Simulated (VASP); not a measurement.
**NiSb: single point with PBE**

The system is NiSb.

```
Sb Ni
1.0
     4.00504    0.00000    0.00000
    -2.00252    3.46847    0.00000
     0.00000    0.00000    5.22042
Sb Ni
2 2
Direct
  0.66667 0.33333 0.75000
  0.33333 0.66667 0.25000
  0.00000 0.00000 0.50000
  0.00000 0.00000 0.00000
```

| Property | Result |
| --- | --- |
| Program | VASP 6.6.1 |
| Task | single point |
| Functional | PBE |
| Potentials or basis | VASP PAW PBE potentials, release 64 (Sb, Ni) |
| Cutoff | 520 eV |
| k mesh | 8 × 8 × 5 |
| Occupations | fermi-dirac, width 0.05 eV |
| Spin | collinear spin, ferromagnetic start |
| Starting moments | [0.0, 0.0, 1.0, 1.0] μB |
| Dipole correction | no |
| Further INCAR settings | ALGO = Normal; EDIFF = 1e-06; NBANDS = 27 |

The pressure is -2.8 GPa and the band gap on the k mesh is zero (filled and empty bands overlap). The net moment is 0.00 μB per cell and the valence electrons inside the program's atomic spheres are Sb 2.39; Ni 9.30.

Stress tensor (GPa, compression positive):
```
-2.67  0.00  0.00
 0.00 -2.67  0.00
 0.00  0.00 -3.03
```

Levels at points of the mesh, in eV from the Fermi level:
Spin up:
| k point | band 12 | band 13 | band 14 | band 15 | band 16 | band 17 | band 18 | band 19 |
| --- | --- | --- | --- | --- | --- | --- | --- | --- |
| (0.00, 0.00, 0.00) | -1.18 | 0.01 | 0.61 | 0.61 | 2.38 | 2.38 | 3.13 | 3.82 |
| (0.50, 0.00, 0.00) | -1.66 | -1.42 | -1.24 | -1.17 | -0.39 | 1.12 | 3.45 | 3.77 |
Spin down:
| k point | band 11 | band 12 | band 13 | band 14 | band 15 | band 16 | band 17 | band 18 | band 19 | band 20 |
| --- | --- | --- | --- | --- | --- | --- | --- | --- | --- | --- |
| (0.00, 0.00, 0.00) | -1.18 | -1.18 | 0.01 | 0.61 | 0.61 | 2.38 | 2.38 | 3.13 | 3.82 | 4.90 |
| (0.50, 0.00, 0.00) | -1.86 | -1.66 | -1.42 | -1.24 | -1.17 | -0.39 | 1.12 | 3.45 | 3.77 | 5.29 |

It took 63 s on 1 thread of AMD EPYC 9R45 96-Core Processor (Zen 5), with other jobs on the host, peak memory 0.23 GiB.

Caveat: the moments typed at the start vanished in this run; spin-orbit coupling is left out, which moves the levels of the heavy elements.
